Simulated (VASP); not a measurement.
# ZnSnN (P-6m2) in VASP: further runs

The runs below take ZnSnN through single point, with PBE.

Program: VASP 6.6.1. These are calculated values, not measurements. Logs are shortened: lines on timing, memory, paths and dates and some standing lists are left out, and cuts for length are marked.

## (1) The cell of the first run

The structure is hexagonal, space group P-6m2 (No. 187). The conventional cell has a = 3.863 Å, b = 3.863 Å, c = 3.740 Å, α = 90.00°, β = 90.00°, γ = 120.00°. Zn (site symmetry -6m2) has 3 Sn at 2.23 Å and 6 N at 2.91 Å within 3.0 Å. Sn (site symmetry -6m2) has 3 Zn at 2.23 Å and 6 N at 2.91 Å within 3.0 Å. Within 3.9 Å of N (site symmetry -6m2) lie 6 Zn at 2.91 Å and 6 Sn at 2.91 Å and 8 N at 3.74 to 3.86 Å.

The cell was built from a structure type or drawn by symmetry, and may not be a known phase.

## (2) Single point, PBE

Input file INCAR:

```
  PREC = Accurate
  ENCUT = 520
  EDIFF = 1E-6
  ISMEAR = 0
  SIGMA = 0.1
  LREAL = F
  LASPH = T
  NELM = 100
  ALGO = Normal
  ISIF = 2
  LWAVE = F
  LCHARG = F
  GGA = PE
  NBANDS = 22
```

Input file KPOINTS:

```
regular mesh
0
Gamma
  6 6 4
```

Input file POSCAR:

```
ZnSnN
1.0
    3.8632114000      0.0000000000      0.0000000000
   -1.9316057000      3.3456392100      0.0000000000
    0.0000000000      0.0000000000      3.7401382000
Zn Sn N
1 1 1
Direct
    0.3333333300      0.6666666700      0.0000000000
    0.6666666700      0.3333333300      0.0000000000
    0.0000000000      0.0000000000      0.5000000000
```

Potentials or basis: VASP PAW PBE potentials, release 64 (Zn, Sn_d, N).

Command:

```
$ cat potpaw_PBE.64/Zn/POTCAR potpaw_PBE.64/Sn_d/POTCAR potpaw_PBE.64/N/POTCAR > POTCAR
$ mpirun -np 1 vasp_std > vasp.out
```

OUTCAR:

```text
PREC = Accurate
   ENCUT = 520
   EDIFF = 1E-6
   ISMEAR = 0
   LREAL = F
   LASPH = T
   NELM = 100
   ISIF = 2
   GGA = PE

 ion  position               nearest neighbor table
   1  0.333  0.667  0.000-   2 2.23   2 2.23   2 2.23
   2  0.667  0.333  0.000-   1 2.23   1 2.23   1 2.23
   3  0.000  0.000  0.500-

  LATTYP: Found a hexagonal cell.
 ALAT       =     3.8632114000
 C/A-ratio  =     0.9681422559

  Lattice vectors:

 A1 = (   3.8632114000,   0.0000000000,   0.0000000000)
 A2 = (  -1.9316057000,   3.3456392100,   0.0000000000)
 A3 = (   0.0000000000,   0.0000000000,   3.7401382000)

Analysis of symmetry for initial positions (statically):
=====================================================================
 Subroutine PRICEL returns:
 Original cell was already a primitive cell.

 Routine SETGRP: Setting up the symmetry group for a
 hexagonal supercell.

 Subroutine GETGRP returns: Found 12 space group operations
 (whereof 12 operations were pure point group operations)
 out of a pool of 24 trial point group operations.

The static configuration has the point symmetry D_3h.

Analysis of symmetry for dynamics (positions and initial velocities):
=====================================================================
 Subroutine PRICEL returns:
 Original cell was already a primitive cell.

 Routine SETGRP: Setting up the symmetry group for a
 hexagonal supercell.

 Subroutine GETGRP returns: Found 12 space group operations
 (whereof 12 operations were pure point group operations)
 out of a pool of 24 trial point group operations.

The dynamic configuration has the point symmetry D_3h.

 Subroutine INISYM returns: Found 12 space group operations
 (whereof 12 operations are pure point group operations),
 and found     1 'primitive' translations

----------------------------------------------------------------------------------------

                                     Primitive cell

  volume of cell :      48.3410

  direct lattice vectors                    reciprocal lattice vectors
     3.863211400  0.000000000  0.000000000     0.258852001  0.149448272  0.000000000
    -1.931605700  3.345639210  0.000000000     0.000000000  0.298896545  0.000000000
     0.000000000  0.000000000  3.740138200     0.000000000  0.000000000  0.267369799

  length of vectors
     3.863211400  3.863211398  3.740138200     0.298896545  0.298896545  0.267369799

  position of ions in fractional coordinates (direct lattice)
     0.333333330  0.666666670  0.000000000
     0.666666670  0.333333330  0.000000000
     0.000000000  0.000000000  0.500000000

  ion indices of the primitive-cell ions
   primitive index   ion index
                 1           1
                 2           2
                 3           3

----------------------------------------------------------------------------------------

 KPOINTS: regular mesh

Automatic generation of k-mesh.
 Grid dimensions read from file:
 generate k-points for:    6    6    4

 Generating k-lattice:

  Cartesian coordinates                     Fractional coordinates (reciprocal lattice)
     0.043142000  0.024908045  0.000000000     0.166666667  0.000000000  0.000000000
     0.000000000  0.049816091  0.000000000     0.000000000  0.166666667  0.000000000
     0.000000000  0.000000000  0.066842450     0.000000000  0.000000000  0.250000000

  Length of vectors
     0.049816091  0.049816091  0.066842450

  Shift w.r.t. Gamma in fractional coordinates (k-lattice)
     0.000000000  0.000000000  0.000000000

 Subroutine IBZKPT returns following result:
 ===========================================

 Found     21 irreducible k-points:

 Following reciprocal coordinates:
            Coordinates               Weight
  0.000000  0.000000  0.000000      1.000000
  0.166667  0.000000  0.000000      6.000000
  0.333333 -0.000000  0.000000      6.000000
  0.500000 -0.000000  0.000000      3.000000
  0.166667  0.166667  0.000000      6.000000
  0.333333  0.166667  0.000000     12.000000
[... 13 lines left out ...]
  0.333333  0.166667  0.500000     12.000000
  0.333333  0.333333  0.500000      2.000000
   k-points           NKPTS =     21   k-points in BZ     NKDIM =     21   number of bands    NBANDS=     22
   number of dos      NEDOS =    301   number of ions     NIONS =      3
   total plane-waves  NPLWV =  25200
   dimension x,y,z NGX =    30 NGY =   30 NGZ =   28
   dimension x,y,z NGXF=    60 NGYF=   60 NGZF=   56
   ions per type =               1   1   1
   NGX,Y,Z   is equivalent  to a cutoff of  12.91, 12.91, 12.45 a.u.
   NGXF,Y,Z  is equivalent  to a cutoff of  25.82, 25.82, 24.89 a.u.
 SYSTEM =  unknown system
   PREC   = accura    normal or accurate (medium, high low for compatibility)
   ISTART =      0    job   : 0-new  1-cont  2-samecut
   ICHARG =      2    charge: 1-file 2-atom 10-const
   ISPIN  =      1    spin polarized calculation?
   LNONCOLLINEAR =      F non collinear calculations
   LSORBIT =      F    spin-orbit coupling
   LASPH  =      T    aspherical Exc in radial PAW
   ENCUT  =  520.0 eV  38.22 Ry    6.18 a.u.   7.18  7.18  6.95*2*pi/ulx,y,z
   NELM   =    100;   NELMIN=  2; NELMDL= -5     # of ELM steps
   EDIFF  = 0.1E-05   stopping-criterion for ELM
   LREAL  =      F    real-space projection
   EDIFFG = 0.1E-04   stopping-criterion for IOM
   NSW    =      0    number of steps for IOM
   IBRION =     -1    ionic relax: 0-MD 1-quasi-New 2-CG
   NFREE  =      0    steps in history (QN), initial steepest desc. (CG)
   ISIF   =      2    stress and relaxation
   ISYM   =      2    0-nonsym 1-usesym 2-fastsym
   POTIM  = 0.5000    time-step for ionic-motion
   TEBEG  =    0.0;   TEEND  =   0.0 temperature during run
   PSTRESS=    0.0 pullay stress
   NELECT =      31.0000    total number of electrons
   NUPDOWN=      -1.0000    fix difference up-down
   EMIN   =  10.00;   EMAX   =-10.00  energy-range for DOS
   EFERMI =   0.00;   METHOD = LEGACY
   ISMEAR =     0;   SIGMA  =   0.10  broadening in eV -4-tet -1-fermi 0-gaus
   EFERMI_NEDOS =   21; number of points for ismear=-14 and -15
   IALGO  =     38    algorithm
   IMIX   =      4    mixing-type and parameters
     AMIX     =   0.40;   BMIX     =  1.00
     AMIX_MAG =   1.60;   BMIX_MAG =  1.00
  volume/ion in A,a.u.               =      16.11       108.74
  Fermi-wavevector in a.u.,A,eV,Ry     =   1.411747  2.667816 27.116828  1.993031
  Thomas-Fermi vector in A             =   2.533567
   LORBIT       =      0    0 simple, 1 ext, 2 COOP (PROOUT), +10 PAW based schemes
   GGA     = PE    functional components
   LHFCALC =     F    Hartree Fock is set to
   AEXX    =    0.0000 exact exchange contribution
   IVDW    =     0    specifies the selected vdW correction
   LEPSILON=     F    determine dielectric tensor
   LRPA    =     F    only Hartree local field effects (RPA)
 non-spin polarized calculation
 Gauss-broadening in eV      SIGMA  =   0.10
  energy-cutoff  :      520.00
  volume of cell :       48.34
 maximum number of plane-waves:      1314
 NGX is ok and might be reduce to    30
   NGX = 15   NGY = 15   NGZ = 13

 number of electron      31.0000028 magnetization

 Free energy of the ion-electron system (eV)
  ---------------------------------------------------
  ext. energy  EPLUGINS =         0.00000000
  ---------------------------------------------------
  free energy    TOTEN  =        -7.12914374 eV

  energy without entropy =       -7.12535504  energy(sigma->0) =       -7.12724939

 E-fermi :   5.8694     XC(G=0): -11.0116

 val. band max:        5.6125454078   @ k =   0.3333   0.1667   0.2500
 cond. band min:       5.9173200760   @ k =   0.1667   0.1667   0.2500
 fundamental gap:      0.3047746682
 Fermi energy:         5.8694480941

 k-point     1 :       0.0000    0.0000    0.0000
  band No.  band energies     occupation
      1     -16.1788      2.00000
      2     -16.1788      2.00000
      3     -16.1405      2.00000
      4     -15.9909      2.00000
      5     -15.9909      2.00000
      6      -7.9836      2.00000
[... 14 lines left out ...]
     21      14.3887      0.00000
     22      14.3887      0.00000

 k-point     2 :       0.1667    0.0000    0.0000
  band No.  band energies     occupation
      1     -16.1918      2.00000
      2     -16.1732      2.00000
      3     -16.1279      2.00000
      4     -15.9949      2.00000
      5     -15.9927      2.00000
      6      -7.7615      2.00000
[... 14 lines left out ...]
     21      14.9829      0.00000
     22      15.0358      0.00000

 k-point     3 :       0.3333   -0.0000    0.0000
  band No.  band energies     occupation
      1     -16.2147      2.00000
      2     -16.1619      2.00000
      3     -16.1065      2.00000
      4     -16.0029      2.00000
      5     -15.9965      2.00000
      6      -7.2295      2.00000
[... 14 lines left out ...]
     21      14.4270      0.00000
     22      16.9340      0.00000

 k-point     4 :       0.5000   -0.0000    0.0000
  band No.  band energies     occupation
      1     -16.2258      2.00000
      2     -16.1562      2.00000
      3     -16.0965      2.00000
      4     -16.0070      2.00000
      5     -15.9984      2.00000
      6      -6.8947      2.00000
[... 14 lines left out ...]
     21      15.7850      0.00000
     22      17.6155      0.00000

 k-point     5 :       0.1667    0.1667    0.0000
  band No.  band energies     occupation
      1     -16.2041      2.00000
      2     -16.1702      2.00000
      3     -16.1112      2.00000
      4     -16.0010      2.00000
      5     -15.9955      2.00000
      6      -7.3800      2.00000
[... 342 lines left out ...]
 k-point    19 :       0.1667    0.1667    0.5000
  band No.  band energies     occupation
      1     -16.2006      2.00000
      2     -16.1678      2.00000
      3     -16.0691      2.00000
      4     -16.0217      2.00000
      5     -16.0119      2.00000
      6      -6.6634      2.00000
[... 14 lines left out ...]
     21      15.1015      0.00000
     22      16.7012      0.00000

 k-point    20 :       0.3333    0.1667    0.5000
  band No.  band energies     occupation
      1     -16.2107      2.00000
      2     -16.1657      2.00000
      3     -16.0531      2.00000
      4     -16.0309      2.00000
      5     -16.0158      2.00000
      6      -6.4952      2.00000
[... 14 lines left out ...]
     21      16.6699      0.00000
     22      17.5272      0.00000

 k-point    21 :       0.3333    0.3333    0.5000
  band No.  band energies     occupation
      1     -16.1990      2.00000
      2     -16.1797      2.00000
      3     -16.0488      2.00000
      4     -16.0333      2.00000
      5     -16.0179      2.00000
      6      -6.4346      2.00000
[... 14 lines left out ...]
     21      16.4994      0.00000
     22      16.7040      0.00000

------------------------ aborting loop because EDIFF is reached ----------------------------------------

  FORCE on cell =-STRESS in cart. coord.  units (eV):
  Direction    XX          YY          ZZ          XY          YZ          ZX
  --------------------------------------------------------------------------------------
  -------------------------------------------------------------------------------------
  Total       12.5406395     12.5406394     -3.8784625      0.0000000      0.0000000     -0.0000000
  in kB      415.6377982    415.6377975   -128.5449290      0.0000000      0.0000000     -0.0000000
  external PRESSURE =     234.2435556 kB  Pullay stress =       0.0000000 kB

 VOLUME and BASIS-vectors are now :
 -----------------------------------------------------------------------------
  energy-cutoff  :      520.00
  volume of cell :       48.34
      direct lattice vectors                 reciprocal lattice vectors
     3.863211400  0.000000000  0.000000000     0.258852001  0.149448272  0.000000000
    -1.931605700  3.345639210  0.000000000     0.000000000  0.298896545  0.000000000
     0.000000000  0.000000000  3.740138200     0.000000000  0.000000000  0.267369799

 POSITION                                       TOTAL-FORCE (eV/Angst)
 -----------------------------------------------------------------------------------
     -0.00000      2.23043      0.00000        -0.000000      0.000000      0.000000
      1.93161      1.11521      0.00000        -0.000000     -0.000000      0.000000
      0.00000      0.00000      1.87007         0.000000     -0.000000      0.000000
 -----------------------------------------------------------------------------------
    total drift:                                0.000008     -0.000005     -0.000000

  FREE ENERGIE OF THE ION-ELECTRON SYSTEM (eV)
  ---------------------------------------------------
  free  energy   TOTEN  =        -7.1291437421 eV

  energy  without entropy=       -7.1253550377  energy(sigma->0) =       -7.12724939
```

Wall time 24 s (1 thread of Intel Xeon Platinum 8259CL at 2.50GHz (Skylake/Cascade Lake), shared host); peak memory 0.17 GiB.

Results:

- Free energy: -7.1291 eV
- Pressure: 23.4 GPa
- Band gap on the k mesh: zero (an odd number of electrons rules out a gap without spin polarisation)

Levels at points of the mesh, in eV from the Fermi level:
```
           k point  band 11  band 12  band 13  band 14  band 15  band 16  band 17  band 18  band 19  band 20
(0.00, 0.00, 0.00)    -8.21    -7.28    -2.51    -1.15    -1.15     1.87     1.87     4.02     4.99     6.05
(0.50, 0.00, 0.00)    -8.20    -7.40    -4.66    -2.90    -1.07     0.37     2.26     3.13     4.31     7.27
(0.00, 0.00, 0.50)    -8.25    -7.66    -1.16    -0.81    -0.81     0.16     2.63     2.63     6.81     6.81
(0.50, 0.00, 0.50)    -8.26    -6.75    -5.53    -3.84    -1.08    -0.26     0.26     2.10     4.46     7.27
```

Caveat: the k points lie up to 0.42 Å⁻¹ apart, too coarse for converged energies and pressures of a metal; spin-orbit coupling is left out, which moves the levels of the heavy elements.

## (3) Single point, PBE

This run uses another cell than the first one, of 17.15 Å³/atom.

Input file INCAR:

```
SYSTEM = ZnSnN
PREC     = Accurate       ! precision mode
ENCUT    = 520            ! plane-wave cutoff, eV
EDIFF    = 1E-7           ! SCF threshold, eV
ISMEAR   = 0              ! smearing method
SIGMA    = 0.1            ! smearing width, eV
LREAL    = .FALSE.        ! projectors in reciprocal space
LASPH    = .TRUE.         ! aspherical terms in the spheres
NELM     = 100            ! most SCF steps
ALGO     = Normal         ! electronic algorithm
ISIF     = 2              ! what is computed and relaxed
LWAVE    = .FALSE.        ! write WAVECAR
LCHARG   = .FALSE.        ! write CHGCAR
GGA      = PE             ! functional
NBANDS   = 22             ! bands
```

Input file KPOINTS:

```
Automatic mesh
0
G
  6 6 4
  0 0 0
```

Input file POSCAR:

```
ZnSnN
1.0
    4.5770107416      0.0000000000      0.0000000000
   -2.2885053708      3.9638075757      0.0000000000
    0.0000000000      0.0000000000      2.8359608943
Zn Sn N
1 1 1
Direct
    0.3333333333      0.6666666667      0.0000000000
    0.6666666667      0.3333333333      0.0000000000
    0.0000000000      0.0000000000      0.5000000000
```

Potentials or basis: VASP PAW PBE potentials, release 64 (Zn, Sn_d, N).

Command:

```
$ cat potpaw_PBE.64/Zn/POTCAR potpaw_PBE.64/Sn_d/POTCAR potpaw_PBE.64/N/POTCAR > POTCAR
$ mpirun -np 1 vasp_std > vasp.out
```

It took 24 s on 1 thread of Intel Xeon Platinum 8259CL at 2.50GHz (Skylake/Cascade Lake), shared host; peak memory 0.19 GiB.

It converged, with:

```
Free energy            : -8.7835 eV
Pressure               : -0.2 GPa
Band gap on the k mesh : zero (an odd number of electrons rules out a gap without spin polarisation)
```

Stress tensor (GPa, compression positive):
```
-0.22  0.00  0.00
 0.00 -0.22  0.00
 0.00  0.00 -0.31
```

Levels at points of the mesh, in eV from the Fermi level:
```csv
k point,band 14,band 15,band 16,band 17,band 18,band 19
"(0.00, 0.00, 0.00)",-2.24,-0.57,-0.57,-0.55,0.69,7.59
"(0.50, 0.00, 0.00)",-3.90,0.35,0.80,2.02,3.08,7.88
"(0.00, 0.00, 0.50)",-0.93,-0.93,-0.81,2.49,2.49,3.15
"(0.50, 0.00, 0.50)",-3.42,-1.03,-0.27,0.00,1.04,2.25
```

Caveat: the k points lie up to 0.55 Å⁻¹ apart, too coarse for converged energies and pressures of a metal; spin-orbit coupling is left out, which moves the levels of the heavy elements.
